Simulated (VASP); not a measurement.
Here is a VASP 6.6.1 calculation.

INCAR

```
  PREC = Accurate
  ENCUT = 520
  EDIFF = 1E-7
  ISMEAR = 0
  SIGMA = 0.02
  LREAL = Auto
  LASPH = True
  NELM = 100
  ALGO = Normal
  ISIF = 2
  LWAVE = False
  LCHARG = False
  GGA = PE
  NBANDS = 88
```

File KPOINTS:

```
Automatic mesh
0
Gamma
  2 2 2
  0.5 0.5 0.5
```

POSCAR

```
Si16C17
1.0
    4.3797259441      4.3797259441      4.3797259441
   -4.3797259441      4.3797259441     -4.3797259441
   -4.3797259441     -4.3797259441      4.3797259441
Si C
16 17
Direct
    0.2531356095      0.0157823091     -0.0004573508
    0.2431724433      0.7497185642      0.2589981014
    0.5639996465      0.7541027299     -0.0003918774
    0.2542352357      0.5025690739      0.4996193397
    0.5043216675      0.5072419125      0.2520509169
    0.7544126297      0.4984990061     -0.0004444786
    0.2518629058      0.2547974360      0.7471210493
    0.5004585894      0.2531110578      0.4981271272
    0.7498592020      0.2508520216      0.2479889446
    0.0004218854      0.2567103583     -0.0004290058
    0.5013999546      0.0024071928      0.7510728592
    0.7542061975      0.0025266901      0.4994954057
    0.0149370231      0.0097113193      0.2531536656
    0.7613777234      0.7561414971      0.7460134649
    0.0019185319      0.7545428786      0.5010352333
   -0.0162980525      0.4902378961      0.7400798582
    0.5040972085      0.2607751372      0.2546867018
    0.5012264706      0.0017932374      0.4965184795
    0.7746871829      0.0138148048      0.2618285229
    0.5123820378      0.7515301538      0.7372986723
    0.7549577144      0.7545652733      0.4975096044
   -0.0022784420      0.7529503485      0.2523377750
    0.5065192941      0.4974288125     -0.0004210243
    0.7449342520      0.5001792154      0.7467669629
    0.0042091966      0.5047773540      0.5025323826
    0.2522557334      0.5040283218      0.2492833616
    0.7512672257      0.2520040321     -0.0004740550
    0.0025380712      0.2543139977      0.7498587759
    0.2570212569      0.2566411244      0.5016523465
    0.0012741610      0.0129058995     -0.0004125086
    0.2489949758      0.0056765277      0.7444467644
    0.1871577208      0.7491793204     -0.0004987859
    0.3770106790     -0.1646739434     -0.0004330171
```

Potentials or basis: VASP PAW PBE potentials, release 64 (Si, C).

Launch:

```bash
$ cat potpaw_PBE.64/Si/POTCAR potpaw_PBE.64/C/POTCAR > POTCAR
$ mpirun -np 1 vasp_std > vasp.out
```

(1) Estimate the band gap on the k mesh.

(2) Predict the pressure.

(3) What does it give for the largest force?

Answers

(1) 0.52 eV.

(2) 6.9 GPa.

(3) 0.087 eV/Å.
